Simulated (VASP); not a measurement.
Write the native input for VASP 6.6.1 that does the following.

* Task: single point
* Functional: PBE
* Dispersion: D3(BJ)
* Potentials or basis: VASP PAW PBE potentials, release 64 (C)
* Cutoff: 520 eV
* k mesh: 30 × 30 × 18
* Occupations: gaussian, width 0.15 eV
* Spin: no spin polarisation
* Dipole correction: no
* Further INCAR settings: ALGO = Fast; EDIFF = 1e-06; NBANDS = 11

The structure of C lies in POSCAR:

```
C
1.0
    2.4647381352      0.0123236907      0.0000000000
   -1.2216964384      2.1283639934      0.0000000000
    0.0000000000      0.0000000000      3.5674263381
C
2
Direct
    0.3333333333      0.6666666667      0.0000000000
    0.6666666667      0.3333333333      0.0000000000
```

This cell differs from its parent crystal: strain +0.0100 x Voigt [0, 0, 0, 0, 0, 1].

One way to write it, as run:

INCAR

```
SYSTEM = C
PREC = Accurate ; ENCUT = 520
EDIFF = 1E-6 ; ISMEAR = 0
SIGMA = 0.15 ; LREAL = .False.
LASPH = .True. ; NELM = 80
ALGO = Fast ; ISIF = 2
LWAVE = .False. ; LCHARG = .True.
GGA = PE ; IVDW = 12
LELF = .True. ; LVHAR = .True.
NBANDS = 11
```

KPOINTS

```
Automatic mesh
0
Gamma
  30 30 18
  0 0 0
```

Potentials or basis: VASP PAW PBE potentials, release 64 (C).

The run is started by

```bash
$ cat potpaw_PBE.64/C/POTCAR > POTCAR
$ mpirun -np 1 vasp_std > vasp.out
```

Results of the run:

```
Pressure                   : 0.5 GPa
Largest force              : 0.114 eV/Å
Band gap on the k mesh     : zero (bands 4 and 5 overlap by 0.80 eV)
Dispersion energy per atom : -0.145 eV
```

Caveat: the cell differs from its parent crystal (strain +0.0100 x Voigt [0, 0, 0, 0, 0, 1]).

It took 19 min on 1 thread of Oxide Virtual Turin-like Processor, with other jobs on the host, peak memory 0.73 GiB.
